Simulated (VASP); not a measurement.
# SiC (P6_3mc) in VASP: further runs, part 2 of 2

VASP 6.6.1. The steps go on from the part before.

### Step 5. Single point, PBE

This run uses another cell than the first one, of 9.86 Å³/atom.

Contents of INCAR:

```
PREC = Accurate
ENCUT = 520
EDIFF = 1E-6
ISMEAR = -1
SIGMA = 0.05
LREAL = False
LASPH = True
NELM = 100
ALGO = Normal
ISIF = 2
LWAVE = False
LCHARG = False
GGA = PE
NBANDS = 36
```

Contents of KPOINTS:

```
regular mesh
0
Gamma
  10 10 2
```

Contents of POSCAR:

```
SiC
1.0
    3.0318190065      0.0000000000      0.0000000000
   -1.5159095032      2.6256322793      0.0000000000
    0.0000000000      0.0000000000     14.8603212692
Si C
6 6
Direct
    0.6666666667      0.3333333333      0.4583000000
    0.3333333333      0.6666666667      0.9583000000
    0.6666666667      0.3333333333      0.7917000000
    0.3333333333      0.6666666667      0.2917000000
    0.0000000000      0.0000000000      0.6250000000
    0.0000000000      0.0000000000      0.1250000000
    0.6666666667      0.3333333333      0.3333000000
    0.3333333333      0.6666666667      0.8333000000
    0.6666666667      0.3333333333      0.6667000000
    0.3333333333      0.6666666667      0.1667000000
    0.0000000000      0.0000000000      0.5000000000
    0.0000000000      0.0000000000      0.0000000000
```

Potentials or basis: VASP PAW PBE potentials, release 64 (Si, C).

On the command line:

```console
$ cat potpaw_PBE.64/Si/POTCAR potpaw_PBE.64/C/POTCAR > POTCAR
$ mpirun -np 1 vasp_std > vasp.out
```

OUTCAR:

```text
PREC = Accurate
   ENCUT = 520
   EDIFF = 1E-6
   ISMEAR = -1
   LREAL = False
   LASPH = True
   NELM = 100
   ISIF = 2
   GGA = PE

 ion  position               nearest neighbor table
   1  0.667  0.333  0.458-  11 1.86  11 1.86  11 1.86   7 1.86   4 3.03   4 3.03   4 3.03   5 3.03
                             5 3.03   5 3.03
   2  0.333  0.667  0.958-  12 1.86  12 1.86  12 1.86   8 1.86   3 3.03   3 3.03   3 3.03   6 3.03
                             6 3.03   6 3.03
   3  0.667  0.333  0.792-   8 1.86   8 1.86   8 1.86   9 1.86   2 3.03   2 3.03   2 3.03   5 3.03
                             5 3.03   5 3.03
   4  0.333  0.667  0.292-   7 1.86   7 1.86   7 1.86  10 1.86   1 3.03   1 3.03   1 3.03   6 3.03
                             6 3.03   6 3.03
[... 1175 lines left out ...]
  volume of cell :      118.29
      direct lattice vectors                 reciprocal lattice vectors
     3.031819007  0.000000000  0.000000000     0.329834993  0.190430322  0.000000000
    -1.515909503  2.625632279  0.000000000     0.000000000  0.380860644  0.000000000
     0.000000000  0.000000000 14.860321269     0.000000000  0.000000000  0.067293296

 POSITION                                       TOTAL-FORCE (eV/Angst)
 -----------------------------------------------------------------------------------
      1.51591      0.87521      6.81049        -0.000000     -0.000000      0.065375
     -0.00000      1.75042     14.24065         0.000000      0.000000      0.065375
      1.51591      0.87521     11.76492         0.000000     -0.000000      0.031623
     -0.00000      1.75042      4.33476        -0.000000      0.000000      0.031623
      0.00000      0.00000      9.28770        -0.000000      0.000000      0.039296
      0.00000      0.00000      1.85754         0.000000      0.000000      0.039296
      1.51591      0.87521      4.95295        -0.000000      0.000000     -0.017666
     -0.00000      1.75042     12.38311         0.000000     -0.000000     -0.017666
      1.51591      0.87521      9.90738         0.000000      0.000000      0.033956
     -0.00000      1.75042      2.47722        -0.000000      0.000000      0.033956
      0.00000      0.00000      7.43016        -0.000000     -0.000000     -0.152584
      0.00000      0.00000      0.00000         0.000000      0.000000     -0.152584
 -----------------------------------------------------------------------------------
    total drift:                               -0.000000     -0.000000      0.000209

  FREE ENERGIE OF THE ION-ELECTRON SYSTEM (eV)
  ---------------------------------------------------
  free  energy   TOTEN  =       -90.0275453569 eV

  energy  without entropy=      -90.0275453567  energy(sigma->0) =      -90.02754536
```

OSZICAR:

```text
N       E                     dE             d eps       ncg     rms          rms(c)
DAV:   1     0.124504994724E+03    0.12450E+03   -0.22141E+04  2016   0.121E+03
DAV:   2    -0.904321207863E+02   -0.21494E+03   -0.20101E+03  2612   0.210E+02
DAV:   3    -0.101828820952E+03   -0.11397E+02   -0.11320E+02  2636   0.462E+01
DAV:   4    -0.101988776774E+03   -0.15996E+00   -0.15961E+00  2576   0.629E+00
DAV:   5    -0.101991951717E+03   -0.31749E-02   -0.31722E-02  2592   0.843E-01    0.229E+01
DAV:   6    -0.904291973633E+02    0.11563E+02   -0.32804E+01  2476   0.214E+01    0.103E+01
DAV:   7    -0.900777620964E+02    0.35144E+00   -0.35743E+00  2656   0.726E+00    0.429E+00
DAV:   8    -0.900313856041E+02    0.46376E-01   -0.22234E-01  2452   0.188E+00    0.128E+00
DAV:   9    -0.900267961389E+02    0.45895E-02   -0.28589E-02  2544   0.785E-01    0.177E-01
DAV:  10    -0.900274134462E+02   -0.61731E-03   -0.20531E-03  2536   0.198E-01    0.934E-02
DAV:  11    -0.900275427317E+02   -0.12929E-03   -0.24969E-04  2352   0.887E-02    0.187E-02
DAV:  12    -0.900275436734E+02   -0.94170E-06   -0.12861E-05  2672   0.161E-02    0.807E-03
DAV:  13    -0.900275449661E+02   -0.12927E-05   -0.14008E-06  1704   0.602E-03    0.283E-03
DAV:  14    -0.900275453569E+02   -0.39087E-06   -0.16812E-07  1444   0.218E-03
   1 F= -.90027545E+02 E0= -.90027545E+02  d E =-.219293E-09
```

Wall time 2.5 min (1 thread of Intel Xeon 8259CL, shared host); peak memory 0.28 GiB.

What came out:

* Free energy: -90.0275 eV
* Pressure: 15.1 GPa
* Largest force: 0.153 eV/Å
* Band gap on the k mesh: 2.01 eV (least direct gap 3.11 eV)

Forces in eV/Å, atoms in the order of the input:
```
Si   0.000  0.000  0.065
Si   0.000  0.000  0.065
Si   0.000  0.000  0.032
Si   0.000  0.000  0.032
Si   0.000  0.000  0.039
Si   0.000  0.000  0.039
C    0.000  0.000 -0.018
C    0.000  0.000 -0.018
C    0.000  0.000  0.034
C    0.000  0.000  0.034
C    0.000  0.000 -0.153
C    0.000  0.000 -0.153
```

Caveat: the cell stands under pressure.

### Step 6. Summary

| level | cell | k mesh | gap on the mesh (eV) | pressure (GPa) | largest force (eV/Å) |
| --- | --- | --- | --- | --- | --- |
| PBE | a = 3.095, b = 3.095, c = 15.170 Å, angles 90.0, 90.0, 120.0°, 12 atoms | 6 × 6 × 1 | 2.02 | 0.2 | 0.15 |
| PBEsol+D4 | a = 3.032, b = 3.032, c = 14.860 Å, angles 90.0, 90.0, 120.0°, 12 atoms | 10 × 10 × 2 | 1.89 | 9.2 | 0.15 |
| BLYP+D4 | a = 3.032, b = 3.032, c = 14.860 Å, angles 90.0, 90.0, 120.0°, 12 atoms | 10 × 10 × 2 | 2.32 | 10.9 | 0.16 |
| PBE | a = 3.032, b = 3.032, c = 14.860 Å, angles 90.0, 90.0, 120.0°, 12 atoms | 10 × 10 × 2 | 2.01 | 15.1 | 0.15 |

Alike in all rows: task single point; potentials or basis VASP PAW PBE potentials, release 64 (Si, C); no spin polarisation; cutoff (eV) 520; smearing fermi-dirac 0.05 eV.

Caveats: the cell stands under pressure (at least some runs); the PAW data sets were made with another functional, which shifts forces and pressure a little (at least some runs).

Total energies depend on the potentials used, so only differences within one code and one set of settings carry meaning.
